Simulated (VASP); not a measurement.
KBr:

```
K Br
1.0
     0.00000    3.32000    3.32000
     3.32000    0.00000    3.32000
     3.32000    3.32000    0.00000
K Br
1 1
Direct
  0.00000 0.00000 0.00000
  0.50000 0.50000 0.50000
```

```yaml
Program: VASP 6.6.1
Task: relaxation of cell and atoms
Functional: PBEsol
Potentials_or_basis: VASP PAW PBE potentials, release 64 (K_sv, Br)
Cutoff: 600 eV
k_mesh: 6 × 6 × 6
Occupations: fermi-dirac, width 0.02 eV
Spin: no spin polarisation
```

At the start: pressure -0.5 GPa; volume 36.59 Å³/atom.

**Question.** Where does the relaxation end?

**Answer.** Over 3 steps the energy falls by 2.2 meV/atom and the volume is 35.44 Å³/atom (-3.1 %); space group Fm-3m (No. 225, to 0.05 Å).

Step by step:
| step | energy change (eV) | largest force (eV/Å) | pressure (GPa) | volume (Å³) |
| --- | --- | --- | --- | --- |
| 1 | 0.0000 | 0.0000 | -0.52 | 73.19 |
| 2 | -0.0031 | 0.0000 | -0.28 | 71.95 |
| 3 | -0.0044 | 0.0000 | -0.07 | 70.88 |

Final structure:
```cif
data_structure
_symmetry_space_group_name_H-M 'P 1'
_symmetry_Int_Tables_number 1
_cell_length_a 4.6454
_cell_length_b 4.6454
_cell_length_c 4.6454
_cell_angle_alpha 60.000
_cell_angle_beta 60.000
_cell_angle_gamma 60.000
_cell_volume 70.88
loop_
_atom_site_label
_atom_site_type_symbol
_atom_site_fract_x
_atom_site_fract_y
_atom_site_fract_z
_atom_site_occupancy
K1 K 0.00000 0.00000 0.00000 1
Br1 Br 0.50000 0.50000 0.50000 1
```

Caveat: the PAW data sets were made with another functional, which shifts forces and pressure a little.
